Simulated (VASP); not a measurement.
# Mo (P6/mmm) in VASP: further runs

Mo is run at these levels: PBEsol; tasks: single point.

Program: VASP 6.6.1. These are calculated values, not measurements. Logs are shortened: lines on timing, memory, paths and dates and some standing lists are left out, and cuts for length are marked.

### 1 The cell of the first run

Symmetry: P6/mmm, No. 191, hexagonal system. The conventional cell has a = 2.667 Å, b = 2.667 Å, c = 2.491 Å, α = 90.00°, β = 90.00°, γ = 120.00°. Within 3.3 Å of Mo (site symmetry 6/mmm) lie 8 Mo at 2.49 to 2.67 Å.

This isn't the form of Mo at room conditions, which is bcc.

### 2 Single point, PBEsol (strain -0.025 along x and y, -0.025 along z)

The input, INCAR:

```
PREC = Accurate ; ENCUT = 520
EDIFF = 1E-6 ; ISMEAR = 0
SIGMA = 0.15 ; LREAL = False
LASPH = True ; NELM = 80
ALGO = Normal ; ISIF = 2
LWAVE = False ; LCHARG = False
GGA = PS ; NBANDS = 13
```

The input, KPOINTS:

```
Automatic mesh
0
Gamma
  18 18 18
```

The input, POSCAR:

```
Mo
1.0
    2.6671226373      0.0000000000      0.0000000000
   -1.3335613186      2.3097959589      0.0000000000
    0.0000000000      0.0000000000      2.4913011825
Mo
1
Direct
    0.0000000000      0.0000000000      0.5000000000
```

Potentials or basis: VASP PAW PBE potentials, release 64 (Mo_sv).

Command:

```bash
cat potpaw_PBE.64/Mo_sv/POTCAR > POTCAR
mpirun -np 1 vasp_std > vasp.out
```

OUTCAR:

```text
PREC = Accurate
   ENCUT = 520
   EDIFF = 1E-6
   ISMEAR = 0
   LREAL = False
   LASPH = True
   NELM = 80
   ISIF = 2
   GGA = PS

 ion  position               nearest neighbor table
   1  0.000  0.000  0.500-

  LATTYP: Found a hexagonal cell.
 ALAT       =     2.6671226373
 C/A-ratio  =     0.9340782263

  Lattice vectors:

 A1 = (   2.6671226373,   0.0000000000,   0.0000000000)
 A2 = (  -1.3335613186,   2.3097959589,   0.0000000000)
 A3 = (   0.0000000000,   0.0000000000,   2.4913011825)

Analysis of symmetry for initial positions (statically):
=====================================================================
 Subroutine PRICEL returns:
 Original cell was already a primitive cell.

 Routine SETGRP: Setting up the symmetry group for a
 hexagonal supercell.

 Subroutine GETGRP returns: Found 24 space group operations
 (whereof 24 operations were pure point group operations)
 out of a pool of 24 trial point group operations.

The static configuration has the point symmetry D_6h.

Analysis of symmetry for dynamics (positions and initial velocities):
=====================================================================
 Subroutine PRICEL returns:
 Original cell was already a primitive cell.

 Routine SETGRP: Setting up the symmetry group for a
 hexagonal supercell.

 Subroutine GETGRP returns: Found 24 space group operations
 (whereof 24 operations were pure point group operations)
 out of a pool of 24 trial point group operations.

The dynamic configuration has the point symmetry D_6h.

 Subroutine INISYM returns: Found 24 space group operations
 (whereof 24 operations are pure point group operations),
 and found     1 'primitive' translations

----------------------------------------------------------------------------------------

                                     Primitive cell

  volume of cell :      15.3477

  direct lattice vectors                    reciprocal lattice vectors
     2.667122637  0.000000000  0.000000000     0.374935890  0.216469337  0.000000000
    -1.333561319  2.309795959  0.000000000     0.000000000  0.432938674  0.000000000
     0.000000000  0.000000000  2.491301182     0.000000000  0.000000000  0.401396671

  length of vectors
     2.667122637  2.667122637  2.491301182     0.432938674  0.432938674  0.401396671

  position of ions in fractional coordinates (direct lattice)
     0.000000000  0.000000000  0.500000000

  ion indices of the primitive-cell ions
   primitive index   ion index
                 1           1

----------------------------------------------------------------------------------------

 KPOINTS: Automatic mesh

Automatic generation of k-mesh.
 Grid dimensions read from file:
 generate k-points for:   18   18   18

 Generating k-lattice:

  Cartesian coordinates                     Fractional coordinates (reciprocal lattice)
     0.020829772  0.012026074  0.000000000     0.055555556  0.000000000  0.000000000
     0.000000000  0.024052149  0.000000000     0.000000000  0.055555556  0.000000000
     0.000000000  0.000000000  0.022299815     0.000000000  0.000000000  0.055555556

  Length of vectors
     0.024052149  0.024052149  0.022299815

  Shift w.r.t. Gamma in fractional coordinates (k-lattice)
     0.000000000  0.000000000  0.000000000

 Subroutine IBZKPT returns following result:
 ===========================================

 Found    370 irreducible k-points:

 Following reciprocal coordinates:
            Coordinates               Weight
  0.000000  0.000000  0.000000      1.000000
  0.055556  0.000000  0.000000      6.000000
  0.111111  0.000000  0.000000      6.000000
  0.166667 -0.000000  0.000000      6.000000
  0.222222 -0.000000  0.000000      6.000000
  0.277778  0.000000  0.000000      6.000000
[... 16 lines left out ...]
  0.333333  0.111111  0.000000     12.000000
  0.388889  0.111111  0.000000     12.000000
 [... further k-points ...]
   k-points           NKPTS =    370   k-points in BZ     NKDIM =    370   number of bands    NBANDS=     13
   number of dos      NEDOS =    301   number of ions     NIONS =      1
   total plane-waves  NPLWV =   8000
   dimension x,y,z NGX =    20 NGY =   20 NGZ =   20
   dimension x,y,z NGXF=    40 NGYF=   40 NGZF=   40
   ions per type =               1
   NGX,Y,Z   is equivalent  to a cutoff of  12.47, 12.47, 13.35 a.u.
   NGXF,Y,Z  is equivalent  to a cutoff of  24.93, 24.93, 26.69 a.u.
 SYSTEM =  unknown system
   PREC   = accura    normal or accurate (medium, high low for compatibility)
   ISTART =      0    job   : 0-new  1-cont  2-samecut
   ICHARG =      2    charge: 1-file 2-atom 10-const
   ISPIN  =      1    spin polarized calculation?
   LNONCOLLINEAR =      F non collinear calculations
   LSORBIT =      F    spin-orbit coupling
   LASPH  =      T    aspherical Exc in radial PAW
   ENCUT  =  520.0 eV  38.22 Ry    6.18 a.u.   4.96  4.96  4.63*2*pi/ulx,y,z
   NELM   =     80;   NELMIN=  2; NELMDL= -5     # of ELM steps
[... 22 lines left out ...]
  Fermi-wavevector in a.u.,A,eV,Ry     =   1.587705  3.000328 34.297677  2.520808
  Thomas-Fermi vector in A             =   2.686822
   LORBIT       =      0    0 simple, 1 ext, 2 COOP (PROOUT), +10 PAW based schemes
   GGA     = PS    functional components
   LHFCALC =     F    Hartree Fock is set to
   AEXX    =    0.0000 exact exchange contribution
   IVDW    =     0    specifies the selected vdW correction
   LEPSILON=     F    determine dielectric tensor
   LRPA    =     F    only Hartree local field effects (RPA)
 non-spin polarized calculation
 Gauss-broadening in eV      SIGMA  =   0.15
  energy-cutoff  :      520.00
  volume of cell :       15.35
 maximum number of plane-waves:       435
 NGX is ok and might be reduce to    20
   NGX =  9   NGY =  9   NGZ =  9

 number of electron      13.9999998 magnetization

 Free energy of the ion-electron system (eV)
  ---------------------------------------------------
  ext. energy  EPLUGINS =         0.00000000
  ---------------------------------------------------
  free energy    TOTEN  =       -10.82575446 eV

  energy without entropy =      -10.81615328  energy(sigma->0) =      -10.82095387

 E-fermi :  12.5840     XC(G=0): -13.5425

 val. band max:       12.5795640796   @ k =   0.0556   0.0000   0.4444
 cond. band min:      12.5843816279   @ k =   0.2222   0.0556   0.5000
 fundamental gap:      0.0048175483
 Fermi energy:        12.5839855965

 k-point     1 :       0.0000    0.0000    0.0000
  band No.  band energies     occupation
      1     -48.3681      2.00000
      2     -21.4774      2.00000
      3     -21.4774      2.00000
      4     -21.3965      2.00000
      5       5.5595      2.00000
      6       7.8720      2.00000
      7      11.5709      2.00000
      8      11.5709      2.00000
      9      17.2059      0.00000
     10      17.2059      0.00000
     11      25.6431      0.00000
     12      29.0159      0.00000
     13      34.0292      0.00000

 k-point     2 :       0.0556    0.0000    0.0000
  band No.  band energies     occupation
      1     -48.3591      2.00000
      2     -21.5344      2.00000
      3     -21.4899      2.00000
      4     -21.3905      2.00000
      5       5.6928      2.00000
      6       7.9309      2.00000
      7      11.4323      2.00000
      8      11.6946      2.00000
      9      17.0501      0.00000
     10      17.1810      0.00000
     11      25.9613      0.00000
     12      29.2887      0.00000
     13      33.2887      0.00000

 k-point     3 :       0.1111    0.0000    0.0000
  band No.  band energies     occupation
      1     -48.3333      2.00000
      2     -21.6967      2.00000
      3     -21.5259      2.00000
      4     -21.3733      2.00000
      5       6.0676      2.00000
      6       8.1027      2.00000
      7      11.0815      2.00000
      8      12.0608      2.00000
      9      16.6314      0.00000
     10      17.1101      0.00000
     11      26.8312      0.00000
     12      30.0482      0.00000
     13      31.8185      0.00000
[... 305 lines left out ...]
 k-point    23 :       0.3333    0.1111    0.0000
  band No.  band energies     occupation
      1     -48.0888      2.00000
      2     -22.9931      2.00000
      3     -21.9601      2.00000
      4     -21.2123      2.00000
      5       7.9564      2.00000
      6       9.0673      2.00000
      7      12.0796      2.00000
      8      14.0405      0.00000
      9      16.2287      0.00000
     10      17.2265      0.00000
     11      24.3544      0.00000
     12      26.5583      0.00000
     13      31.0841      0.00000

 k-point    24 :       0.3889    0.1111    0.0000
  band No.  band energies     occupation
      1     -48.0632      2.00000
      2     -23.1165      2.00000
      3     -22.0043      2.00000
      4     -21.1957      2.00000
      5       7.7914      2.00000
      6       9.2603      2.00000
      7      12.8087      0.03413
      8      13.8361      0.00000
      9      16.1418      0.00000
     10      18.0143      0.00000
     11      23.6275      0.00000
     12      25.8189      0.00000
     13      30.4939      0.00000

 [... further k-points ...]

------------------------ aborting loop because EDIFF is reached ----------------------------------------

  FORCE on cell =-STRESS in cart. coord.  units (eV):
  Direction    XX          YY          ZZ          XY          YZ          ZX
  --------------------------------------------------------------------------------------
  -------------------------------------------------------------------------------------
  Total        1.7913570      1.7913570      0.9520922      0.0000000     -0.0000000      0.0000000
  in kB      187.0035716    187.0035716     99.3909309      0.0000000     -0.0000000      0.0000000
  external PRESSURE =     157.7993580 kB  Pullay stress =       0.0000000 kB

 VOLUME and BASIS-vectors are now :
 -----------------------------------------------------------------------------
  energy-cutoff  :      520.00
  volume of cell :       15.35
      direct lattice vectors                 reciprocal lattice vectors
     2.667122637  0.000000000  0.000000000     0.374935890  0.216469337  0.000000000
    -1.333561319  2.309795959  0.000000000     0.000000000  0.432938674  0.000000000
     0.000000000  0.000000000  2.491301182     0.000000000  0.000000000  0.401396671

 POSITION                                       TOTAL-FORCE (eV/Angst)
 -----------------------------------------------------------------------------------
      0.00000      0.00000      1.24565         0.000000      0.000000      0.000000
 -----------------------------------------------------------------------------------
    total drift:                               -0.000000      0.000000     -0.000000

  FREE ENERGIE OF THE ION-ELECTRON SYSTEM (eV)
  ---------------------------------------------------
  free  energy   TOTEN  =       -10.8257544625 eV

  energy  without entropy=      -10.8161532815  energy(sigma->0) =      -10.82095387
```

It took 41 s on 1 thread of Intel Xeon Platinum 8488C (Sapphire Rapids), shared host; peak memory 0.18 GiB.

What came out:

```
Free energy            : -10.8258 eV
Pressure               : 15.8 GPa
Band gap on the k mesh : zero (bands 7 and 8 overlap by 2.07 eV)
```

Stress tensor (GPa, compression positive):
```
18.70  0.00  0.00
 0.00 18.70  0.00
 0.00  0.00  9.94
```

Levels at points of the mesh, in eV from the Fermi level:
```csv
k point,band 4,band 5,band 6,band 7,band 8,band 9,band 10,band 11
"(0.00, 0.00, 0.00)",-33.98,-7.02,-4.71,-1.01,-1.01,4.62,4.62,13.06
"(0.50, 0.00, 0.00)",-33.78,-5.37,-3.31,1.06,1.29,3.86,4.95,11.20
"(0.00, 0.00, 0.50)",-33.86,-3.85,-0.09,-0.09,0.13,0.89,0.89,11.19
"(0.50, 0.00, 0.50)",-34.24,-5.92,-3.72,-0.53,5.35,6.68,6.78,7.96
```

Caveat: the cell differs from its parent crystal (strain -0.025 along x and y, -0.025 along z); the cell stands under pressure; the PAW data sets were made with another functional, which shifts forces and pressure a little.

### 3 Single point, PBEsol (strain -0.050 along x and y, +0.050 along z)

The input, INCAR:

```
PREC = Accurate
ENCUT = 520
EDIFF = 1E-7
ISMEAR = 0
SIGMA = 0.15
LREAL = False
LASPH = True
NELM = 80
ALGO = Normal
ISIF = 2
LWAVE = False
LCHARG = False
GGA = PS
NBANDS = 13
```

KPOINTS is that of step 2.

The input, POSCAR:

```
Mo
1.0
    2.5987348773      0.0000000000      0.0000000000
   -1.2993674387      2.2505704215      0.0000000000
    0.0000000000      0.0000000000      2.6829397350
Mo
1
Direct
    0.0000000000      0.0000000000      0.5000000000
```

Potentials or basis: VASP PAW PBE potentials, release 64 (Mo_sv).

Command:

```bash
cat potpaw_PBE.64/Mo_sv/POTCAR > POTCAR
mpirun -np 1 vasp_std > vasp.out
```

Run time: 50 s. Hardware: 1 thread of Intel Xeon Platinum 8488C (Sapphire Rapids), shared host; peak memory 0.18 GiB.

The run converged. Its results:

- Free energy: -10.6826 eV
- Pressure: 13.3 GPa
- Band gap on the k mesh: zero (bands 7 and 8 overlap by 2.16 eV)

Stress tensor (GPa, compression positive):
```
 25.93   0.00   0.00
  0.00  25.93   0.00
  0.00   0.00 -11.89
```

Levels at points of the mesh, in eV from the Fermi level:
```tsv
k point	band 3	band 4	band 5	band 6	band 7	band 8	band 9	band 10	band 11	band 12
(0.00, 0.00, 0.00)	-34.07	-34.07	-7.18	-4.73	-1.09	-1.09	4.04	4.04	13.49	13.54
(0.50, 0.00, 0.00)	-34.56	-34.36	-5.68	-2.80	-0.55	1.51	3.06	5.41	11.71	14.88
(0.00, 0.00, 0.50)	-33.98	-33.98	-4.64	-0.88	-0.57	-0.57	1.76	1.76	8.27	15.70
(0.50, 0.00, 0.50)	-35.42	-34.45	-5.83	-4.63	0.19	5.60	5.67	5.99	7.70	16.20
```

Caveat: the cell differs from its parent crystal (strain -0.050 along x and y, +0.050 along z); the cell stands under pressure; the PAW data sets were made with another functional, which shifts forces and pressure a little.

### 4 Single point, PBEsol (strain +0.000 along x and y, -0.050 along z)

Changes to INCAR since step 3:

```diff
@@ -11,4 +11,6 @@
 LWAVE = False
-LCHARG = False
+LCHARG = True
 GGA = PS
+LELF = True
+LVHAR = True
 NBANDS = 13
```

KPOINTS is that of step 3.

The input, POSCAR:

```
Mo
1.0
    2.7355103972      0.0000000000      0.0000000000
   -1.3677551986      2.3690214963      0.0000000000
    0.0000000000      0.0000000000      2.4274216650
Mo
1
Direct
    0.0000000000      0.0000000000      0.5000000000
```

Command:

```bash
cat potpaw_PBE.64/Mo_sv/POTCAR > POTCAR
mpirun -np 1 vasp_std > vasp.out
```

It took 48 s on 1 thread of Intel Xeon Platinum 8488C (Sapphire Rapids), shared host; peak memory 0.18 GiB.

The run converged. Its results:

| Property | Result |
| --- | --- |
| Free energy | -10.8525 eV |
| Pressure | 9.2 GPa |
| Band gap on the k mesh | zero (bands 7 and 8 overlap by 2.03 eV) |

Stress tensor (GPa, compression positive):
```
 6.03  0.00  0.00
 0.00  6.03  0.00
 0.00  0.00 15.66
```

Levels at points of the mesh, in eV from the Fermi level:
| k point | band 4 | band 5 | band 6 | band 7 | band 8 | band 9 | band 10 | band 11 |
| --- | --- | --- | --- | --- | --- | --- | --- | --- |
| (0.00, 0.00, 0.00) | -33.66 | -6.86 | -4.58 | -0.98 | -0.98 | 4.79 | 4.79 | 12.74 |
| (0.50, 0.00, 0.00) | -33.51 | -5.08 | -3.47 | 1.05 | 1.89 | 4.17 | 4.46 | 10.38 |
| (0.00, 0.00, 0.50) | -33.89 | -3.36 | 0.15 | 0.15 | 0.36 | 0.36 | 0.60 | 12.20 |
| (0.50, 0.00, 0.50) | -34.19 | -5.73 | -3.12 | -0.91 | 4.98 | 6.91 | 6.97 | 7.77 |

Caveat: the cell differs from its parent crystal (strain +0.000 along x and y, -0.050 along z); the cell stands under pressure; the PAW data sets were made with another functional, which shifts forces and pressure a little.

### 5 Single point, PBEsol (strain -0.025 along x and y, +0.000 along z)

The input, INCAR:

```
SYSTEM = Mo
PREC = Accurate
ENCUT = 520
EDIFF = 1E-6
ISMEAR = 0
SIGMA = 0.15
LREAL = .FALSE.
LASPH = .TRUE.
NELM = 60
ALGO = Normal
ISIF = 2
LWAVE = .FALSE.
LCHARG = .TRUE.
GGA = PS
LELF = .TRUE.
LVHAR = .TRUE.
NBANDS = 13
```

The input, KPOINTS:

```
regular mesh
0
G
  18 18 18
  0 0 0
```

The input, POSCAR:

```
Mo
1.0
    2.6671226373      0.0000000000      0.0000000000
   -1.3335613186      2.3097959589      0.0000000000
    0.0000000000      0.0000000000      2.5551807000
Mo
1
Direct
    0.0000000000      0.0000000000      0.5000000000
```

Command:

```bash
cat potpaw_PBE.64/Mo_sv/POTCAR > POTCAR
mpirun -np 1 vasp_std > vasp.out
```

Wall time 57 s (1 thread of Intel Xeon Platinum 8488C (Sapphire Rapids), shared host); peak memory 0.18 GiB.

It converged, with:

| Quantity | Value |
| --- | --- |
| Free energy | -10.8347 eV |
| Pressure | 9.2 GPa |
| Band gap on the k mesh | zero (bands 7 and 8 overlap by 1.92 eV) |

Stress tensor (GPa, compression positive):
```
15.09  0.00  0.00
 0.00 15.09  0.00
 0.00  0.00 -2.65
```

Levels at points of the mesh, in eV from the Fermi level:
```csv
k point,band 5,band 6,band 7,band 8,band 9,band 10
"(0.00, 0.00, 0.00)",-7.03,-4.60,-1.00,-1.00,4.30,4.30
"(0.50, 0.00, 0.00)",-5.33,-3.15,0.61,1.26,3.51,4.92
"(0.00, 0.00, 0.50)",-4.04,-0.22,-0.22,-0.18,1.09,1.09
"(0.50, 0.00, 0.50)",-5.75,-3.87,-0.33,5.24,6.30,6.41
```

Caveat: the cell differs from its parent crystal (strain -0.025 along x and y, +0.000 along z); the cell stands under pressure; the PAW data sets were made with another functional, which shifts forces and pressure a little.

### 6 Single point, PBEsol (strain +0.000 along x and y, -0.025 along z)

The input, INCAR:

```
PREC     = Accurate       # precision mode
ENCUT    = 520            # plane-wave cutoff, eV
EDIFF    = 1E-6           # SCF threshold, eV
ISMEAR   = 0              # smearing method
SIGMA    = 0.15           # smearing width, eV
LREAL    = F              # projectors in reciprocal space
LASPH    = T              # aspherical terms in the spheres
NELM     = 80             # most SCF steps
ALGO     = Normal         # electronic algorithm
ISIF     = 2              # what is computed and relaxed
LWAVE    = F              # write WAVECAR
LCHARG   = F              # write CHGCAR
GGA      = PS             # functional
NBANDS   = 13             # bands
```

The input, KPOINTS:

```
regular mesh
0
Gamma
  18 18 18
```

The input, POSCAR:

```
Mo
1.0
    2.7355103972      0.0000000000      0.0000000000
   -1.3677551986      2.3690214963      0.0000000000
    0.0000000000      0.0000000000      2.4913011825
Mo
1
Direct
    0.0000000000      0.0000000000      0.5000000000
```

Potentials or basis: VASP PAW PBE potentials, release 64 (Mo_sv).

Command:

```bash
cat potpaw_PBE.64/Mo_sv/POTCAR > POTCAR
mpirun -np 1 vasp_std > vasp.out
```

Wall time 46 s (1 thread of Intel Xeon Platinum 8488C (Sapphire Rapids), shared host); peak memory 0.18 GiB.

It converged, with:

```
Free energy            : -10.8760 eV
Pressure               : 2.4 GPa
Band gap on the k mesh : zero (bands 7 and 8 overlap by 1.97 eV)
```

Stress tensor (GPa, compression positive):
```
2.18 0.00 0.00
0.00 2.18 0.00
0.00 0.00 2.79
```

Levels at points of the mesh, in eV from the Fermi level:
```tsv
k point	band 5	band 6	band 7	band 8	band 9	band 10
(0.00, 0.00, 0.00)	-6.83	-4.43	-0.92	-0.92	4.45	4.45
(0.50, 0.00, 0.00)	-4.99	-3.29	1.05	1.42	3.80	4.46
(0.00, 0.00, 0.50)	-3.55	0.04	0.04	0.31	0.61	0.61
(0.50, 0.00, 0.50)	-5.52	-3.25	-0.66	4.89	6.51	6.66
```

Caveat: the cell differs from its parent crystal (strain +0.000 along x and y, -0.025 along z); the PAW data sets were made with another functional, which shifts forces and pressure a little.

### 7 Summary

```csv
cell,gap on the mesh (eV),pressure (GPa)
"a = 2.667, b = 2.667, c = 2.491 Å, angles 90.0, 90.0, 120.0°, 1 atom",none,15.8
"a = 2.599, b = 2.599, c = 2.683 Å, angles 90.0, 90.0, 120.0°, 1 atom",none,13.3
"a = 2.736, b = 2.736, c = 2.427 Å, angles 90.0, 90.0, 120.0°, 1 atom",none,9.2
"a = 2.667, b = 2.667, c = 2.555 Å, angles 90.0, 90.0, 120.0°, 1 atom",none,9.2
"a = 2.736, b = 2.736, c = 2.491 Å, angles 90.0, 90.0, 120.0°, 1 atom",none,2.4
```

Alike in all rows: task single point; level PBEsol; potentials or basis VASP PAW PBE potentials, release 64 (Mo_sv); no spin polarisation; k mesh 18 × 18 × 18; cutoff (eV) 520; smearing gaussian 0.15 eV.

Caveats: the PAW data sets were made with another functional, which shifts forces and pressure a little; the cell stands under pressure (at least some runs).

Absolute energies hang on the potentials; compare differences alone.
